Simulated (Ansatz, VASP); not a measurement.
**Two plane-wave programs on BaTe**

```
CELL_PARAMETERS angstrom
0.00000 3.47140 3.47140
3.47140 0.00000 3.47140
3.47140 3.47140 0.00000
ATOMIC_POSITIONS crystal
Ba 0.00000 0.00000 0.00000
Te 0.47921 0.47921 0.47921
```

Change from the starting cell: all Te atoms moved -0.250 Å, as atom 2 along Cartesian [1 1 1].

Alike in both runs: task single point; functional PBEsol; k mesh 8 × 8 × 8; occupations gaussian, width 0.05 eV; no spin polarisation.

```csv
,VASP,Ansatz
version,VASP 6.6.1,Ansatz 0.2.0
potentials or method,"VASP PAW PBE potentials, release 64 (Ba_sv, Te), cutoff 520 eV","scalar-relativistic, plane waves, PAW"
valence electrons in the cell,16,26
```

|  | VASP | Ansatz | Ansatz less VASP |
| --- | --- | --- | --- |
| gap on the k mesh at the Fermi level (eV) | 1.62 | 1.70 | +0.077 |
| least direct gap on the mesh (eV) | 1.93 | 1.98 | +0.049 |
| pressure (GPa) | 0.9 | 0.5 | -0.40 |
| traceless stress, the component that is largest in VASP (GPa) | -0.18 | -0.17 | +0.012 |
| rms of the force components (eV/Å) | 0.340 | 0.322 | -0.0180 |

VASP's potentials were made for PBE, not for PBEsol. Atom by atom the forces differ by 0.018 eV/Å (rms over components). VASP's potentials hold 16 valence electrons a cell and Ansatz's 26, so a difference there can come from the potentials and not from the codes.

Neither program's run includes spin-orbit coupling.
